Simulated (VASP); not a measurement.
# V (Im-3m) in VASP: notebook

V is run at these levels: PBE+U, PBE; tasks: single point, electric field gradients.

Everything below comes from runs of VASP 6.6.1. Logs are shortened: lines on timing, memory, paths and dates and some standing lists are left out, and cuts for length are marked.

### 1 The cell of the first run

Symmetry: Im-3m, No. 229, cubic system. Conventional cell: a = 3.026 Å, b = 3.026 Å, c = 3.026 Å, α = 90.00°, β = 90.00°, γ = 90.00°. V (site symmetry m-3m) has 14 V at 2.62 to 3.03 Å within 3.5 Å.

### 2 Single point, PBE+U, collinear spin, ferromagnetic start

Contents of INCAR:

```
SYSTEM = V
PREC = Accurate
ENCUT = 520
EDIFF = 1E-7
ISMEAR = -1
SIGMA = 0.03
LREAL = .FALSE.
LASPH = .TRUE.
NELM = 150
ALGO = Normal
ISIF = 2
LWAVE = .FALSE.
LCHARG = .TRUE.
ISPIN = 2
MAGMOM = 1.5
LORBIT = 11
LMAXMIX = 4
LDAU = .TRUE.
LDAUTYPE = 2
LDAUL = 2
LDAUU = 2
LDAUJ = 0
LDAUPRINT = 1
GGA = PE
LELF = .TRUE.
LVHAR = .TRUE.
NBANDS = 16
```

Contents of KPOINTS:

```
regular mesh
0
G
  15 15 15
  0 0 0
```

Contents of POSCAR:

```
V
1.0
   -1.5130000000      1.5130000000      1.5130000000
    1.5130000000     -1.5130000000      1.5130000000
    1.5130000000      1.5130000000     -1.5130000000
V
1
Direct
    0.0000000000      0.0000000000      0.0000000000
```

Potentials or basis: VASP PAW PBE potentials, release 64 (V_sv).

Launch:

```bash
cat potpaw_PBE.64/V_sv/POTCAR > POTCAR
mpirun -np 1 vasp_std > vasp.out
```

OUTCAR:

```text
SYSTEM = V
   PREC = Accurate
   ENCUT = 520
   EDIFF = 1E-7
   ISMEAR = -1
   LREAL = .FALSE.
   LASPH = .TRUE.
   NELM = 150
   ISIF = 2
   ISPIN = 2
   LORBIT = 11
   GGA = PE

 ion  position               nearest neighbor table
   1  0.000  0.000  0.000-

  LATTYP: Found a body centered cubic cell.
 ALAT       =     3.0260000000

  Lattice vectors:

 A1 = (  -1.5130000000,   1.5130000000,   1.5130000000)
 A2 = (   1.5130000000,  -1.5130000000,   1.5130000000)
 A3 = (   1.5130000000,   1.5130000000,  -1.5130000000)

Analysis of symmetry for initial positions (statically):
=====================================================================
 Subroutine PRICEL returns:
 Original cell was already a primitive cell.

 Routine SETGRP: Setting up the symmetry group for a
 body centered cubic supercell.

 Subroutine GETGRP returns: Found 48 space group operations
 (whereof 48 operations were pure point group operations)
 out of a pool of 48 trial point group operations.

The static configuration has the point symmetry O_h .

Analysis of symmetry for dynamics (positions and initial velocities):
=====================================================================
 Subroutine PRICEL returns:
 Original cell was already a primitive cell.

 Routine SETGRP: Setting up the symmetry group for a
 body centered cubic supercell.

 Subroutine GETGRP returns: Found 48 space group operations
 (whereof 48 operations were pure point group operations)
 out of a pool of 48 trial point group operations.

The dynamic configuration has the point symmetry O_h .

Analysis of structural, dynamic, and magnetic symmetry:
=====================================================================
 Subroutine PRICEL returns:
 Original cell was already a primitive cell.

 Routine SETGRP: Setting up the symmetry group for a
 body centered cubic supercell.

 Subroutine GETGRP returns: Found 48 space group operations
 (whereof 48 operations were pure point group operations)
 out of a pool of 48 trial point group operations.

The overall configuration has the point symmetry O_h .

 Subroutine INISYM returns: Found 48 space group operations
 (whereof 48 operations are pure point group operations),
 and found     1 'primitive' translations

----------------------------------------------------------------------------------------

                                     Primitive cell

  volume of cell :      13.8541

  direct lattice vectors                    reciprocal lattice vectors
    -1.513000000  1.513000000  1.513000000     0.000000000  0.330469266  0.330469266
     1.513000000 -1.513000000  1.513000000     0.330469266  0.000000000  0.330469266
     1.513000000  1.513000000 -1.513000000     0.330469266  0.330469266  0.000000000

  length of vectors
     2.620592872  2.620592872  2.620592872     0.467354118  0.467354118  0.467354118

  position of ions in fractional coordinates (direct lattice)
     0.000000000  0.000000000  0.000000000

  ion indices of the primitive-cell ions
   primitive index   ion index
                 1           1

----------------------------------------------------------------------------------------

 KPOINTS: regular mesh

Automatic generation of k-mesh.
 Grid dimensions read from file:
 generate k-points for:   15   15   15

 Generating k-lattice:

  Cartesian coordinates                     Fractional coordinates (reciprocal lattice)
     0.000000000  0.022031284  0.022031284     0.066666667  0.000000000  0.000000000
[... 51 lines left out ...]
   ISTART =      0    job   : 0-new  1-cont  2-samecut
   ICHARG =      2    charge: 1-file 2-atom 10-const
   ISPIN  =      2    spin polarized calculation?
   LNONCOLLINEAR =      F non collinear calculations
   LSORBIT =      F    spin-orbit coupling
   LASPH  =      T    aspherical Exc in radial PAW
   ENCUT  =  520.0 eV  38.22 Ry    6.18 a.u.   4.87  4.87  4.87*2*pi/ulx,y,z
   NELM   =    150;   NELMIN=  2; NELMDL= -5     # of ELM steps
   EDIFF  = 0.1E-06   stopping-criterion for ELM
   LREAL  =      F    real-space projection
   EDIFFG = 0.1E-05   stopping-criterion for IOM
   NSW    =      0    number of steps for IOM
   IBRION =     -1    ionic relax: 0-MD 1-quasi-New 2-CG
   NFREE  =      0    steps in history (QN), initial steepest desc. (CG)
   ISIF   =      2    stress and relaxation
   ISYM   =      2    0-nonsym 1-usesym 2-fastsym
   POTIM  = 0.5000    time-step for ionic-motion
   TEBEG  =    0.0;   TEEND  =   0.0 temperature during run
   PSTRESS=    0.0 pullay stress
   NELECT =      13.0000    total number of electrons
   NUPDOWN=      -1.0000    fix difference up-down
   EMIN   =  10.00;   EMAX   =-10.00  energy-range for DOS
   EFERMI =   0.00;   METHOD = LEGACY
   ISMEAR =    -1;   SIGMA  =   0.03  broadening in eV -4-tet -1-fermi 0-gaus
   EFERMI_NEDOS =   21; number of points for ismear=-14 and -15
   IALGO  =     38    algorithm
   IMIX   =      4    mixing-type and parameters
     AMIX     =   0.40;   BMIX     =  1.00
     AMIX_MAG =   1.60;   BMIX_MAG =  1.00
  volume/ion in A,a.u.               =      13.85        93.49
  Fermi-wavevector in a.u.,A,eV,Ry     =   1.602742  3.028744 34.950411  2.568783
  Thomas-Fermi vector in A             =   2.699515
   LORBIT       =     11    0 simple, 1 ext, 2 COOP (PROOUT), +10 PAW based schemes
 LDA+U is selected, type is set to LDAUTYPE =  2
   angular momentum for each species LDAUL =     2
   U (eV)           for each species LDAUU =   2.0
   J (eV)           for each species LDAUJ =   0.0
   GGA     = PE    functional components
   LHFCALC =     F    Hartree Fock is set to
   AEXX    =    0.0000 exact exchange contribution
   IVDW    =     0    specifies the selected vdW correction
   LEPSILON=     F    determine dielectric tensor
   LRPA    =     F    only Hartree local field effects (RPA)
 spin polarized calculation
  energy-cutoff  :      520.00
  volume of cell :       13.85
 maximum number of plane-waves:       382
   NGX =  9   NGY =  9   NGZ =  9

atom =   1  type =  1  l = 2

 onsite density matrix

spin component  1

  0.4315 -0.0000  0.0000  0.0000  0.0000
 -0.0000  0.4315  0.0000  0.0000 -0.0000
  0.0000  0.0000  0.2392  0.0000  0.0000
  0.0000  0.0000  0.0000  0.4315  0.0000
  0.0000 -0.0000  0.0000  0.0000  0.2392

spin component  2

  0.2553 -0.0000  0.0000  0.0000  0.0000
 -0.0000  0.2553  0.0000  0.0000 -0.0000
  0.0000  0.0000  0.2473  0.0000  0.0000
  0.0000  0.0000  0.0000  0.2553  0.0000
  0.0000 -0.0000  0.0000  0.0000  0.2473

 occupancies and eigenvectors

  o =  0.2392  v =  0.0000 -0.0000 -0.9013 -0.0000  0.4333  0.0000  0.0000  0.0000  0.0000  0.0000      0.0000  0.0000  0.0000  0.0000  0.0000  0.0000  0.0000  0.0000  0.0000  0.0000
  o =  0.2392  v =  0.0000  0.0000 -0.4333 -0.0000 -0.9013  0.0000  0.0000  0.0000  0.0000  0.0000      0.0000  0.0000  0.0000  0.0000  0.0000  0.0000  0.0000  0.0000  0.0000  0.0000
  o =  0.2473  v =  0.0000  0.0000  0.0000  0.0000  0.0000  0.0000  0.0000 -0.9921 -0.0000  0.1253      0.0000  0.0000  0.0000  0.0000  0.0000  0.0000  0.0000  0.0000  0.0000  0.0000
  o =  0.2473  v =  0.0000  0.0000  0.0000  0.0000  0.0000  0.0000  0.0000 -0.1253  0.0000 -0.9921      0.0000  0.0000  0.0000  0.0000  0.0000  0.0000  0.0000  0.0000  0.0000  0.0000
  o =  0.2553  v =  0.0000  0.0000  0.0000  0.0000  0.0000  0.0000  0.9733  0.0000 -0.2297  0.0000      0.0000  0.0000  0.0000  0.0000  0.0000  0.0000  0.0000  0.0000  0.0000  0.0000
  o =  0.2553  v =  0.0000  0.0000  0.0000  0.0000  0.0000  1.0000  0.0000  0.0000  0.0000  0.0000      0.0000  0.0000  0.0000  0.0000  0.0000  0.0000  0.0000  0.0000  0.0000  0.0000
  o =  0.2553  v =  0.0000  0.0000  0.0000  0.0000  0.0000  0.0000  0.2297 -0.0000  0.9733  0.0000      0.0000  0.0000  0.0000  0.0000  0.0000  0.0000  0.0000  0.0000  0.0000  0.0000
  o =  0.4315  v =  0.0000  0.9817  0.0000  0.1905  0.0000  0.0000  0.0000  0.0000  0.0000  0.0000      0.0000  0.0000  0.0000  0.0000  0.0000  0.0000  0.0000  0.0000  0.0000  0.0000
  o =  0.4315  v =  1.0000  0.0000  0.0000  0.0000  0.0000  0.0000  0.0000  0.0000  0.0000  0.0000      0.0000  0.0000  0.0000  0.0000  0.0000  0.0000  0.0000  0.0000  0.0000  0.0000
  o =  0.4315  v =  0.0000  0.1905  0.0000 -0.9817  0.0000  0.0000  0.0000  0.0000  0.0000  0.0000      0.0000  0.0000  0.0000  0.0000  0.0000  0.0000  0.0000  0.0000  0.0000  0.0000

 number of electron      12.9999996 magnetization       0.6239853

 Free energy of the ion-electron system (eV)
  ---------------------------------------------------
  ext. energy  EPLUGINS =         0.00000000
  ---------------------------------------------------
  free energy    TOTEN  =        -6.89186907 eV

  energy without entropy =       -6.88797344  energy(sigma->0) =       -6.88992125

 E-fermi :   9.6178     XC(G=0): -12.7645

 val. band max:        9.6081516055   @ k =   0.0667   0.0000   0.0000
 cond. band min:       9.6214948781   @ k =   0.4000   0.2000  -0.0000
 fundamental gap:      0.0133432726
 Fermi energy:         9.6177595944

 spin component 1

 k-point     1 :       0.0000    0.0000    0.0000
  band No.  band energies     occupation
      1     -54.7623      1.00000
      2     -28.0986      1.00000
      3     -28.0986      1.00000
      4     -28.0986      1.00000
      5       2.6735      1.00000
      6       9.4859      0.98781
[... 895 lines left out ...]
      5       7.6095      1.00000
      6       8.9643      1.00000
[... 8 lines left out ...]
     15      36.0928      0.00000
     16      40.6988      0.00000

 [... further k-points ...]

------------------------ aborting loop because EDIFF is reached ----------------------------------------

  FORCE on cell =-STRESS in cart. coord.  units (eV):
  Direction    XX          YY          ZZ          XY          YZ          ZX
  --------------------------------------------------------------------------------------
  -------------------------------------------------------------------------------------
  Total        0.1826426      0.1826426      0.1826426      0.0000000     -0.0000000      0.0000000
  in kB       21.1220459     21.1220459     21.1220459      0.0000000     -0.0000000      0.0000000
  external PRESSURE =      21.1220459 kB  Pullay stress =       0.0000000 kB

 VOLUME and BASIS-vectors are now :
 -----------------------------------------------------------------------------
  energy-cutoff  :      520.00
  volume of cell :       13.85
      direct lattice vectors                 reciprocal lattice vectors
    -1.513000000  1.513000000  1.513000000     0.000000000  0.330469266  0.330469266
     1.513000000 -1.513000000  1.513000000     0.330469266  0.000000000  0.330469266
     1.513000000  1.513000000 -1.513000000     0.330469266  0.330469266  0.000000000

 POSITION                                       TOTAL-FORCE (eV/Angst)
 -----------------------------------------------------------------------------------
      0.00000      0.00000      0.00000         0.000000     -0.000000     -0.000000
 -----------------------------------------------------------------------------------
    total drift:                                0.000000     -0.000000      0.000000

  FREE ENERGIE OF THE ION-ELECTRON SYSTEM (eV)
  ---------------------------------------------------
  free  energy   TOTEN  =        -6.8918690728 eV

  energy  without entropy=       -6.8879734357  energy(sigma->0) =       -6.88992125

 total charge

# of ion       s       p       d       tot
------------------------------------------
    1        2.341   6.230   3.005  11.576

 magnetization (x)

# of ion       s       p       d       tot
------------------------------------------
    1        0.004   0.029   0.509   0.543
```

Wall time 92 s (1 thread of Intel Xeon 8259CL, shared host); peak memory 0.16 GiB.

Results:

* Free energy: -6.8919 eV
* Pressure: 2.1 GPa
* Net moment: 0.62 μB per cell
* Site moments: V +0.54 μB
* Valence electrons inside the program's atomic spheres: V 11.58

Eigenvalues of the final occupation matrices:
| site | spin | trace | eigenvalues |
| --- | --- | --- | --- |
| site 1 d | 1 | 1.77 | 0.24 0.24 0.43 0.43 0.43 |
| site 1 d | 2 | 1.26 | 0.25 0.25 0.26 0.26 0.26 |

Caveat: the U is typed as a test and isn't derived for this compound. The state reached can hang on the start; a lower one may exist.

### 3 Electric field gradients, PBE, collinear spin, ferromagnetic start (13.30 Å³/atom)

This run uses another cell than the first one, of 13.30 Å³/atom.

Contents of INCAR:

```
SYSTEM = V
PREC = Accurate ; ENCUT = 520
EDIFF = 1E-8 ; ISMEAR = -1
SIGMA = 0.03 ; LREAL = .FALSE.
LASPH = .TRUE. ; NELM = 150
ALGO = Normal ; ISIF = 2
LWAVE = .FALSE. ; LCHARG = .FALSE.
ISPIN = 2 ; MAGMOM = 1.5
LORBIT = 11 ; LMAXMIX = 4
GGA = PE ; LEFG = .TRUE.
NBANDS = 16
```

Contents of KPOINTS:

```
Automatic mesh
0
G
  15 15 15
  0 0 0
```

Contents of POSCAR:

```
V
1.0
   -1.4925515474      1.4925515474      1.4925515474
    1.4925515474     -1.4925515474      1.4925515474
    1.4925515474      1.4925515474     -1.4925515474
V
1
Direct
    0.0000000000      0.0000000000      0.0000000000
```

Potentials or basis: VASP PAW PBE potentials, release 64 (V_sv).

Launch:

```bash
cat potpaw_PBE.64/V_sv/POTCAR > POTCAR
mpirun -np 1 vasp_std > vasp.out
```

OUTCAR:

```text
SYSTEM = V
   PREC = Accurate
   ENCUT = 520
   EDIFF = 1E-8
   ISMEAR = -1
   LREAL = .FALSE.
   LASPH = .TRUE.
   NELM = 150
   ISIF = 2
   ISPIN = 2
   LORBIT = 11
   GGA = PE

 ion  position               nearest neighbor table
   1  0.000  0.000  0.000-

  LATTYP: Found a body centered cubic cell.
 ALAT       =     2.9851030948

  Lattice vectors:

 A1 = (  -1.4925515474,   1.4925515474,   1.4925515474)
 A2 = (   1.4925515474,  -1.4925515474,   1.4925515474)
[... 1146 lines left out ...]

 Electric field gradients (V/A^2)
---------------------------------------------------------------------
 ion       V_xx      V_yy      V_zz      V_xy      V_xz      V_yz
---------------------------------------------------------------------
   1       0.000    -0.000    -0.000     0.002     0.002     0.002
---------------------------------------------------------------------

 Electric field gradients after diagonalization (V/A^2)
 (convention: |V_zz| > |V_xx| > |V_yy|)
----------------------------------------------------------------------
 ion       V_xx      V_yy      V_zz     asymmetry (V_yy - V_xx)/ V_zz
----------------------------------------------------------------------
   1      -0.002    -0.002     0.005       0.000
----------------------------------------------------------------------

           NMR quadrupolar parameters

 Cq : quadrupolar parameter    Cq=e*Q*V_zz/h
 eta: asymmetry parameters     (V_yy - V_xx)/ V_zz
 Q  : nuclear electric quadrupole moment in mb (millibarn)
----------------------------------------------------------------------
 ion       Cq(MHz)       eta       Q (mb)
----------------------------------------------------------------------
   1       0.000       0.000       1.000
----------------------------------------------------------------------

 total charge

# of ion       s       p       d       tot
------------------------------------------
    1        2.344   6.225   3.105  11.674

 magnetization (x)

# of ion       s       p       d       tot
------------------------------------------
    1       -0.000  -0.000  -0.000  -0.000
```

It took 82 s on 1 thread of Intel Xeon 8259CL, shared host; peak memory 0.16 GiB.

Results:

```
Free energy                                           : -8.9959 eV
Pressure                                              : 2.2 GPa
Net moment                                            : 0.00 μB per cell
Largest electric field gradient by atom               : under 0.05 V/Å² on every atom
Valence electrons inside the program's atomic spheres : V 11.67
```

Levels at points of the mesh, in eV from the Fermi level:
Spin up:
| k point | band 3 | band 4 | band 5 | band 6 | band 7 | band 8 | band 9 | band 10 |
| --- | --- | --- | --- | --- | --- | --- | --- | --- |
| (0.00, 0.00, 0.00) | -36.98 | -36.98 | -6.61 | 0.42 | 0.42 | 0.42 | 2.46 | 2.46 |
Spin down:
| k point | band 3 | band 4 | band 5 | band 6 | band 7 | band 8 | band 9 | band 10 |
| --- | --- | --- | --- | --- | --- | --- | --- | --- |
| (0.00, 0.00, 0.00) | -36.98 | -36.98 | -6.61 | 0.42 | 0.42 | 0.42 | 2.46 | 2.46 |

Caveat: the moments typed at the start vanished in this run.

(Continued in part 2 of 2.)
